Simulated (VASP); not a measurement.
The system is SiC.

```xyz
4
Lattice="3.0862 0.0000 0.0000 -1.5431 2.6727 0.0000 0.0000 0.0000 5.0648" Properties=species:S:1:pos:R:3 pbc="T T T"
Si    0.0000    1.7818    0.0000
Si    1.5431    0.8909    2.5324
C     0.0000    1.7818    1.9499
C     1.5431    0.8909    4.4823
```

* Program: VASP 6.6.1
* Task: relaxation of cell and atoms
* Functional: PBE
* Potentials or basis: VASP PAW PBE potentials, release 64 (Si, C)
* Cutoff: 600 eV
* k mesh: 12 × 12 × 8
* Occupations: gaussian, width 0.05 eV
* Spin: no spin polarisation

At the start: pressure 1.3 GPa; volume 10.44 Å³/atom.

Task: How do energy, volume and symmetry change on relaxing?

Result: Over 7 steps the energy falls by 9.0 meV/atom and the volume is 10.50 Å³/atom (+0.5 %); space group P6_3mc (No. 186, to 0.05 Å).

The path:
```csv
step,energy change (eV),largest force (eV/Å),pressure (GPa),volume (Å³)
1,0.0000,0.7372,1.29,41.78
2,-0.0076,0.5982,-1.34,42.28
3,-0.0332,0.0693,-0.40,42.05
4,-0.0360,0.0192,0.23,41.93
5,-0.0361,0.0069,0.14,41.95
6,-0.0361,0.0049,0.13,41.95
7,-0.0361,0.0067,-0.11,42.00
```

Final structure:
```
Si C
1.0
     3.09151    0.00000    0.00000
    -1.54576    2.67733    0.00000
     0.00000    0.00000    5.07398
Si C
2 2
Direct
  0.33333 0.66667 0.00455
  0.66667 0.33333 0.50455
  0.33333 0.66667 0.38045
  0.66667 0.33333 0.88045
```
